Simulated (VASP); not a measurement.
# WC (Qusongite) (P-6m2) in VASP: notebook

The runs below take WC (Qusongite) through relaxation of cell and atoms, single point, with PBE.

Program: VASP 6.6.1. These are calculated values, not measurements. Logs are shortened: lines on timing, memory, paths and dates and some standing lists are left out, and cuts for length are marked.

### Step 1. The cell of the first run

The structure is hexagonal, space group P-6m2 (No. 187). Conventional cell: a = 2.907 Å, b = 2.907 Å, c = 2.837 Å, α = 90.00°, β = 90.00°, γ = 120.00°. W (site symmetry -6m2) has 6 C at 2.20 Å and 2 W at 2.84 Å within 2.9 Å. Within 2.9 Å of C (site symmetry -6m2) lie 6 W at 2.20 Å and 2 C at 2.84 Å.

### Step 2. Relaxation of cell and atoms, PBE, target pressure 20 GPa, at which the enthalpy is minimised

Input file INCAR:

```
SYSTEM = WC
ALGO     = Normal         ! electronic algorithm
EDIFF    = 1E-6           ! SCF threshold, eV
EDIFFG   = -0.01          ! ionic threshold
ENCUT    = 600            ! plane-wave cutoff, eV
GGA      = PE             ! functional
IBRION   = 2              ! ionic algorithm
ISIF     = 3              ! what is computed and relaxed
ISMEAR   = -1             ! smearing method
LASPH    = .True.         ! aspherical terms in the spheres
LCHARG   = .False.        ! write CHGCAR
LREAL    = .False.        ! projectors in reciprocal space
LWAVE    = .False.        ! write WAVECAR
NELM     = 60             ! most SCF steps
NSW      = 60             ! ionic steps
PREC     = Accurate       ! precision mode
PSTRESS  = 200.0        
SIGMA    = 0.05           ! smearing width, eV
```

Input file KPOINTS:

```
k-points
0
Gamma
  10 10 9
  0 0 0
```

Input file POSCAR:

```
WC
1.0
    2.9065000000      0.0000000000      0.0000000000
   -1.4532500000      2.5171028361      0.0000000000
    0.0000000000      0.0000000000      2.8366000000
W C
1 1
Direct
    0.0000000000      0.0000000000      0.0000000000
    0.6666666667      0.3333333333      0.5000000000
```

Potentials or basis: VASP PAW PBE potentials, release 64 (W_sv, C).

Started as:

```sh
$ cat potpaw_PBE.64/W_sv/POTCAR potpaw_PBE.64/C/POTCAR > POTCAR
$ mpirun -np 1 vasp_std > vasp.out
```

OUTCAR:

```text
SYSTEM = WC
   EDIFF = 1E-6
   EDIFFG = -0.01
   ENCUT = 600
   GGA = PE
   IBRION = 2
   ISIF = 3
   ISMEAR = -1
   LASPH = .True.
   LREAL = .False.
   NELM = 60
   NSW = 60
   PREC = Accurate
   PSTRESS = 200.0

 ion  position               nearest neighbor table
   1  0.000  0.000  0.000-   2 2.20   2 2.20   2 2.20   2 2.20   2 2.20   2 2.20
   2  0.667  0.333  0.500-   1 2.20   1 2.20   1 2.20   1 2.20   1 2.20   1 2.20

  LATTYP: Found a hexagonal cell.
 ALAT       =     2.9065000000
 C/A-ratio  =     0.9759504559

  Lattice vectors:

 A1 = (   2.9065000000,   0.0000000000,   0.0000000000)
 A2 = (  -1.4532500000,   2.5171028361,   0.0000000000)
 A3 = (   0.0000000000,   0.0000000000,   2.8366000000)

Analysis of symmetry for initial positions (statically):
=====================================================================
 Subroutine PRICEL returns:
 Original cell was already a primitive cell.

 Routine SETGRP: Setting up the symmetry group for a
 hexagonal supercell.

 Subroutine GETGRP returns: Found 12 space group operations
 (whereof 12 operations were pure point group operations)
 out of a pool of 24 trial point group operations.

The static configuration has the point symmetry D_3h.

Analysis of symmetry for dynamics (positions and initial velocities):
=====================================================================
 Subroutine PRICEL returns:
 Original cell was already a primitive cell.

 Routine SETGRP: Setting up the symmetry group for a
 hexagonal supercell.

 Subroutine GETGRP returns: Found 12 space group operations
 (whereof 12 operations were pure point group operations)
 out of a pool of 24 trial point group operations.

The dynamic configuration has the point symmetry D_3h.

 Subroutine INISYM returns: Found 12 space group operations
 (whereof 12 operations are pure point group operations),
 and found     1 'primitive' translations

----------------------------------------------------------------------------------------

                                     Primitive cell

  volume of cell :      20.7525

  direct lattice vectors                    reciprocal lattice vectors
     2.906500000  0.000000000  0.000000000     0.344056425  0.198641070  0.000000000
    -1.453250000  2.517102836  0.000000000     0.000000000  0.397282139  0.000000000
     0.000000000  0.000000000  2.836600000     0.000000000  0.000000000  0.352534725

  length of vectors
     2.906500000  2.906500000  2.836600000     0.397282139  0.397282139  0.352534725

  position of ions in fractional coordinates (direct lattice)
     0.000000000  0.000000000  0.000000000
     0.666666667  0.333333333  0.500000000

  ion indices of the primitive-cell ions
   primitive index   ion index
                 1           1
                 2           2

----------------------------------------------------------------------------------------

 KPOINTS: k-points

Automatic generation of k-mesh.
 Grid dimensions read from file:
 generate k-points for:   10   10    9

 Generating k-lattice:

  Cartesian coordinates                     Fractional coordinates (reciprocal lattice)
     0.034405643  0.019864107  0.000000000     0.100000000  0.000000000  0.000000000
     0.000000000  0.039728214  0.000000000     0.000000000  0.100000000  0.000000000
     0.000000000  0.000000000  0.039170525     0.000000000  0.000000000  0.111111111

  Length of vectors
     0.039728214  0.039728214  0.039170525

  Shift w.r.t. Gamma in fractional coordinates (k-lattice)
     0.000000000  0.000000000  0.000000000

 Subroutine IBZKPT returns following result:
 ===========================================

 Found     70 irreducible k-points:

 Following reciprocal coordinates:
            Coordinates               Weight
  0.000000  0.000000  0.000000      1.000000
  0.100000  0.000000  0.000000      6.000000
  0.200000  0.000000  0.000000      6.000000
  0.300000  0.000000  0.000000      6.000000
  0.400000  0.000000  0.000000      6.000000
  0.500000  0.000000  0.000000      3.000000
[... 16 lines left out ...]
  0.300000  0.100000  0.111111     24.000000
  0.400000  0.100000  0.111111     24.000000
 [... further k-points ...]
   k-points           NKPTS =     70   k-points in BZ     NKDIM =     70   number of bands    NBANDS=     13
   number of dos      NEDOS =    301   number of ions     NIONS =      2
   total plane-waves  NPLWV =  13824
   dimension x,y,z NGX =    24 NGY =   24 NGZ =   24
   dimension x,y,z NGXF=    48 NGYF=   48 NGZF=   48
   ions per type =               1   1
   NGX,Y,Z   is equivalent  to a cutoff of  13.73, 13.73, 14.07 a.u.
   NGXF,Y,Z  is equivalent  to a cutoff of  27.46, 27.46, 28.13 a.u.
 SYSTEM =  WC
   PREC   = accura    normal or accurate (medium, high low for compatibility)
   ISTART =      0    job   : 0-new  1-cont  2-samecut
   ICHARG =      2    charge: 1-file 2-atom 10-const
   ISPIN  =      1    spin polarized calculation?
   LNONCOLLINEAR =      F non collinear calculations
   LSORBIT =      F    spin-orbit coupling
   LASPH  =      T    aspherical Exc in radial PAW
   ENCUT  =  600.0 eV  44.10 Ry    6.64 a.u.   5.81  5.81  5.67*2*pi/ulx,y,z
   NELM   =     60;   NELMIN=  2; NELMDL= -5     # of ELM steps
   EDIFF  = 0.1E-05   stopping-criterion for ELM
   LREAL  =      F    real-space projection
   EDIFFG = -.1E-01   stopping-criterion for IOM
   NSW    =     60    number of steps for IOM
   IBRION =      2    ionic relax: 0-MD 1-quasi-New 2-CG
   NFREE  =      1    steps in history (QN), initial steepest desc. (CG)
   ISIF   =      3    stress and relaxation
   ISYM   =      2    0-nonsym 1-usesym 2-fastsym
   POTIM  = 0.5000    time-step for ionic-motion
   TEBEG  =    0.0;   TEEND  =   0.0 temperature during run
   PSTRESS=  200.0 pullay stress
   NELECT =      18.0000    total number of electrons
   NUPDOWN=      -1.0000    fix difference up-down
   EMIN   =  10.00;   EMAX   =-10.00  energy-range for DOS
[... 5 lines left out ...]
     AMIX     =   0.40;   BMIX     =  1.00
     AMIX_MAG =   1.60;   BMIX_MAG =  1.00
  volume/ion in A,a.u.               =      10.38        70.02
  Fermi-wavevector in a.u.,A,eV,Ry     =   1.561262  2.950358 33.164744  2.437540
  Thomas-Fermi vector in A             =   2.664353
   LORBIT       =      0    0 simple, 1 ext, 2 COOP (PROOUT), +10 PAW based schemes
   GGA     = PE    functional components
   LHFCALC =     F    Hartree Fock is set to
   AEXX    =    0.0000 exact exchange contribution
   IVDW    =     0    specifies the selected vdW correction
   LEPSILON=     F    determine dielectric tensor
   LRPA    =     F    only Hartree local field effects (RPA)
 conjugate gradient relaxation of ions
 non-spin polarized calculation
  energy-cutoff  :      600.00
  volume of cell :       20.75
 maximum number of plane-waves:       703
 NGX is ok and might be reduce to    24
   NGX = 11   NGY = 11   NGZ = 11

--------------------------------------- Ionic step        1  -------------------------------------------

 number of electron      18.0000000 magnetization

 Free energy of the ion-electron system (eV)
  ---------------------------------------------------
  ext. energy  EPLUGINS =         0.00000000
  ---------------------------------------------------
  free energy    TOTEN  =       -22.44747459 eV

  energy without entropy =      -22.44559459  energy(sigma->0) =      -22.44653459

------------------------ aborting loop because EDIFF is reached ----------------------------------------

  FORCE on cell =-STRESS in cart. coord.  units (eV):
  Direction    XX          YY          ZZ          XY          YZ          ZX
  --------------------------------------------------------------------------------------
  -------------------------------------------------------------------------------------
  Total        0.8855199      0.8855199      0.8127657     -0.0000000      0.0000000      0.0000000
  in kB       68.3659002     68.3659002     62.7489668     -0.0000000      0.0000000      0.0000000
  external PRESSURE =    -133.5064109 kB  Pullay stress =     200.0000000 kB
[... 93 lines left out ...]
  FREE ENERGIE OF THE ION-ELECTRON SYSTEM (eV)
  ---------------------------------------------------
  free  energy   TOTEN  =       -22.4003369272 eV

  energy  without entropy=      -22.3984415685  energy(sigma->0) =      -22.39938925

  enthalpy is  TOTEN    =       -19.8831491974 eV   P V=        2.5171877298

[... ionic steps 4 to 7 ...]

--------------------------------------- Ionic step        8  -------------------------------------------

 number of electron      18.0000000 magnetization

------------------------ aborting loop because EDIFF is reached ----------------------------------------

  FORCE on cell =-STRESS in cart. coord.  units (eV):
  Direction    XX          YY          ZZ          XY          YZ          ZX
  --------------------------------------------------------------------------------------
  -------------------------------------------------------------------------------------
  Total        2.5359049      2.5359049      2.5415019      0.0000000     -0.0000000      0.0000000
  in kB      201.8796968    201.8796968    202.3252633      0.0000000     -0.0000000      0.0000000
  external PRESSURE =       2.0282189 kB  Pullay stress =     200.0000000 kB
[... 61 lines left out ...]
  enthalpy is  TOTEN    =       -19.8833418923 eV   P V=        2.5158096190

--------------------------------------- Ionic step       10  -------------------------------------------

 number of electron      18.0000000 magnetization

 Free energy of the ion-electron system (eV)
  ---------------------------------------------------
  ext. energy  EPLUGINS =         0.00000000
  ---------------------------------------------------
  free energy    TOTEN  =       -22.39673192 eV

  energy without entropy =      -22.39483147  energy(sigma->0) =      -22.39578169

 E-fermi :  11.5062     XC(G=0): -13.9698

 val. band max:       11.4165980941   @ k =   0.0000   0.0000   0.3333
 cond. band min:      11.5209792134   @ k =   0.1000   0.0000   0.3333
 fundamental gap:      0.1043811193
 Fermi energy:        11.5062119783

 k-point     1 :       0.0000    0.0000    0.0000
  band No.  band energies     occupation
      1     -62.4214      2.00000
      2     -26.4086      2.00000
      3     -26.2847      2.00000
      4     -26.2847      2.00000
      5      -3.1706      2.00000
      6       7.0254      2.00000
      7       8.0682      2.00000
      8       8.0682      2.00000
      9      11.5879      0.32674
     10      14.8921      0.00000
     11      14.8921      0.00000
     12      17.3010      0.00000
     13      17.3010      0.00000
[... 353 lines left out ...]
 k-point    24 :       0.4000    0.1000    0.1111
  band No.  band energies     occupation
      1     -62.3484      2.00000
      2     -27.1337      2.00000
      3     -26.5377      2.00000
      4     -26.3741      2.00000
      5       0.3784      2.00000
      6       4.4503      2.00000
      7       7.1495      2.00000
      8       8.6990      2.00000
      9      10.1879      2.00000
     10      14.2725      0.00000
     11      15.7284      0.00000
     12      16.6777      0.00000
     13      18.7732      0.00000

 [... further k-points ...]
[... 5 lines left out ...]
  --------------------------------------------------------------------------------------
  -------------------------------------------------------------------------------------
  Total        2.5086129      2.5086129      2.5157879      0.0000000     -0.0000000      0.0000000
  in kB      199.6222878    199.6222878    200.1932310      0.0000000     -0.0000000      0.0000000
  external PRESSURE =      -0.1873978 kB  Pullay stress =     200.0000000 kB
[... 17 lines left out ...]
  FREE ENERGIE OF THE ION-ELECTRON SYSTEM (eV)
  ---------------------------------------------------
  free  energy   TOTEN  =       -22.3967319182 eV

  energy  without entropy=      -22.3948314697  energy(sigma->0) =      -22.39578169

  enthalpy is  TOTEN    =       -19.8833723538 eV   P V=        2.5133595645

 reached required accuracy - stopping structural energy minimisation
```

It took 51 s on 1 thread of Intel Xeon 6975P-C (Granite Rapids), shared host; peak memory 0.17 GiB.

Results:

```yaml
Free_energy: -22.3967 eV
Relaxed_volume: 10.07 Å³/atom
Relaxed_cell: a = 2.876 Å, b = 2.876 Å, c = 2.812 Å, α = 90.00°, β = 90.00°, γ = 120.00°
Space_group_after_relaxing_to_0.05_Å: P-6m2 (No. 187)
Energy_change_on_relaxing_the_enthalpy_is_what_falls: +25.4 meV/atom
Ionic_steps: 10
Pressure_after_relaxing: 20.0 GPa
Band_gap_on_the_k_mesh: zero (band 9 reaches 12.17 eV, above the bottom of band 10 at 10.94 eV)
```

Step by step:
```csv
step,energy change (eV),largest force (eV/Å),pressure (GPa),volume (Å³)
1,0.0000,0.0000,6.65,20.75
2,0.5883,0.0000,76.11,18.26
3,0.0471,0.0000,19.41,20.16
4,0.0498,0.0000,19.87,20.14
5,0.0513,0.0000,20.13,20.13
6,0.0528,0.0000,20.20,20.12
7,0.0518,0.0000,20.21,20.13
8,0.0518,0.0000,20.20,20.13
9,0.0483,0.0000,19.53,20.15
10,0.0507,0.0000,19.98,20.13
```

Final structure:
```cif
data_structure
_symmetry_space_group_name_H-M 'P 1'
_symmetry_Int_Tables_number 1
_cell_length_a 2.8756
_cell_length_b 2.8756
_cell_length_c 2.8115
_cell_angle_alpha 90.000
_cell_angle_beta 90.000
_cell_angle_gamma 120.000
_cell_volume 20.13
loop_
_atom_site_label
_atom_site_type_symbol
_atom_site_fract_x
_atom_site_fract_y
_atom_site_fract_z
_atom_site_occupancy
W1 W 0.00000 0.00000 0.00000 1
C1 C 0.66667 0.33333 0.50000 1
```

Levels at points of the mesh, in eV from the Fermi level:
```tsv
k point	band 5	band 6	band 7	band 8	band 9	band 10	band 11	band 12	band 13
(0.00, 0.00, 0.00)	-14.68	-4.48	-3.44	-3.44	0.08	3.39	3.39	5.79	5.79
(0.50, 0.00, 0.00)	-11.23	-7.16	-3.76	-3.70	-0.47	2.44	4.75	5.13	7.04
```

Caveat: the cell is relaxed towards a set pressure, so the enthalpy falls and the energy may rise; spin-orbit coupling is left out, which moves the levels of the heavy elements.

### Step 3. Relaxation of cell and atoms, PBE, target pressure 30 GPa, at which the enthalpy is minimised

Input file INCAR:

```
ALGO     = Normal         # electronic algorithm
EDIFF    = 1E-6           # SCF threshold, eV
EDIFFG   = -0.01          # ionic threshold
ENCUT    = 600            # plane-wave cutoff, eV
GGA      = PE             # functional
IBRION   = 2              # ionic algorithm
ISIF     = 3              # what is computed and relaxed
ISMEAR   = -1             # smearing method
LASPH    = True           # aspherical terms in the spheres
LCHARG   = False          # write CHGCAR
LREAL    = False          # projectors in reciprocal space
LWAVE    = False          # write WAVECAR
NELM     = 60             # most SCF steps
NSW      = 60             # ionic steps
PREC     = Accurate       # precision mode
PSTRESS  = 300.0        
SIGMA    = 0.05           # smearing width, eV
```

Input file KPOINTS:

```
k-points
0
Gamma
  10 10 9
```

POSCAR is that of step 2.

Potentials or basis: VASP PAW PBE potentials, release 64 (W_sv, C).

Started as:

```sh
$ cat potpaw_PBE.64/W_sv/POTCAR potpaw_PBE.64/C/POTCAR > POTCAR
$ mpirun -np 1 vasp_std > vasp.out
```

Wall time 53 s (1 thread of Intel Xeon 6975P-C (Granite Rapids), shared host); peak memory 0.17 GiB.

It converged, with:

| Item | Value |
| --- | --- |
| Free energy | -22.3331 eV |
| Relaxed volume | 9.86 Å³/atom |
| Relaxed cell | a = 2.854 Å, b = 2.854 Å, c = 2.796 Å, α = 90.00°, β = 90.00°, γ = 120.00° |
| Space group after relaxing (to 0.05 Å) | P-6m2 (No. 187) |
| Energy change on relaxing (the enthalpy is what falls) | +57.2 meV/atom |
| Ionic steps | 12 |
| Pressure after relaxing | 30.0 GPa |
| Band gap on the k mesh | zero (band 9 reaches 12.47 eV, above the bottom of band 10 at 11.22 eV) |

Stress tensor (GPa, compression positive):
```
30.00  0.00  0.00
 0.00 30.00  0.00
 0.00  0.00 29.90
```

Step by step:
| step | energy change (eV) | largest force (eV/Å) | pressure (GPa) | volume (Å³) |
| --- | --- | --- | --- | --- |
| 1 | 0.0000 | 0.0000 | 6.65 | 20.75 |
| 2 | 1.8171 | 0.0000 | 157.86 | 16.53 |
| 3 | 0.0995 | 0.0000 | 28.03 | 19.81 |
| 4 | 0.1108 | 0.0000 | 29.62 | 19.75 |
| 5 | 0.1145 | 0.0000 | 30.13 | 19.73 |
| 6 | 0.1180 | 0.0000 | 30.24 | 19.71 |
| 7 | 0.1155 | 0.0000 | 30.17 | 19.72 |
| 8 | 0.1155 | 0.0000 | 30.16 | 19.72 |
| 9 | 0.1166 | 0.0000 | 30.23 | 19.71 |
| 10 | 0.1156 | 0.0000 | 30.15 | 19.72 |
| 11 | 0.1119 | 0.0000 | 29.67 | 19.74 |
| 12 | 0.1144 | 0.0000 | 29.97 | 19.72 |

Final structure:
```cif
data_structure
_symmetry_space_group_name_H-M 'P 1'
_symmetry_Int_Tables_number 1
_cell_length_a 2.8542
_cell_length_b 2.8542
_cell_length_c 2.7958
_cell_angle_alpha 90.000
_cell_angle_beta 90.000
_cell_angle_gamma 120.000
_cell_volume 19.72
loop_
_atom_site_label
_atom_site_type_symbol
_atom_site_fract_x
_atom_site_fract_y
_atom_site_fract_z
_atom_site_occupancy
W1 W 0.00000 0.00000 0.00000 1
C1 C 0.66667 0.33333 0.50000 1
```

Levels at points of the mesh, in eV from the Fermi level:
| k point | band 6 | band 7 | band 8 | band 9 | band 10 | band 11 | band 12 | band 13 |
| --- | --- | --- | --- | --- | --- | --- | --- | --- |
| (0.00, 0.00, 0.00) | -4.60 | -3.51 | -3.51 | 0.07 | 3.49 | 3.49 | 5.91 | 5.91 |
| (0.50, 0.00, 0.00) | -7.25 | -3.88 | -3.80 | -0.46 | 2.51 | 4.90 | 5.30 | 7.16 |

Caveat: the cell is relaxed towards a set pressure, so the enthalpy falls and the energy may rise; spin-orbit coupling is left out, which moves the levels of the heavy elements.

### Step 4. Single point, PBE

Input file INCAR:

```
PREC = Accurate
ENCUT = 520
EDIFF = 1E-6
ISMEAR = -1
SIGMA = 0.03
LREAL = False
LASPH = True
NELM = 80
ALGO = Normal
ISIF = 2
LWAVE = False
LCHARG = True
GGA = PE
LELF = True
LVHAR = True
NBANDS = 16
```

Input file KPOINTS:

```
Automatic mesh
0
Gamma
  6 6 5
```

POSCAR is that of step 3.

Started as:

```sh
$ cat potpaw_PBE.64/W_sv/POTCAR potpaw_PBE.64/C/POTCAR > POTCAR
$ mpirun -np 1 vasp_std > vasp.out
```

Wall time 4.4 s (1 thread of Intel Xeon Platinum 8375C at 2.90GHz (Ice Lake), shared host); peak memory 0.14 GiB.

The run converged. Its results:

```yaml
Free_energy: -22.4355 eV
Pressure: 6.9 GPa
Band_gap_on_the_k_mesh: zero (band 9 reaches 11.69 eV, above the bottom of band 10 at 10.64 eV)
```

Stress tensor (GPa, compression positive):
```
7.87 0.00 0.00
0.00 7.87 0.00
0.00 0.00 5.02
```

Levels at points of the mesh, in eV from the Fermi level:
```
           k point  band 7  band 8  band 9  band 10  band 11  band 12
(0.00, 0.00, 0.00)   -3.58   -3.58   -0.16     2.97     2.97     5.38
(0.50, 0.00, 0.00)   -3.87   -3.83   -0.71     2.08     4.28     4.63
```

Caveat: the k points lie up to 0.44 Å⁻¹ apart; spin-orbit coupling is left out, which moves the levels of the heavy elements.

### Step 5. The runs side by side

| task | cell | k mesh | cutoff (eV) | smearing | gap on the mesh (eV) | pressure (GPa) |
| --- | --- | --- | --- | --- | --- | --- |
| relaxation of cell and atoms | relaxed to 20 GPa | 10 × 10 × 9 | 600 | fermi-dirac 0.05 eV | none | 20.0 |
| relaxation of cell and atoms | relaxed to 30 GPa | 10 × 10 × 9 | 600 | fermi-dirac 0.05 eV | none | 30.0 |
| single point | as given | 6 × 6 × 5 | 520 | fermi-dirac 0.03 eV | none | 6.9 |

Alike in all rows: level PBE; potentials or basis VASP PAW PBE potentials, release 64 (W_sv, C); no spin polarisation.

Caveats: some runs use coarse meshes; spin-orbit coupling is left out, which moves the levels of the heavy elements; the cell is relaxed towards a set pressure, so the enthalpy falls and the energy may rise (some runs).

Total energies depend on the potentials used, so only differences within one code and one set of settings carry meaning.
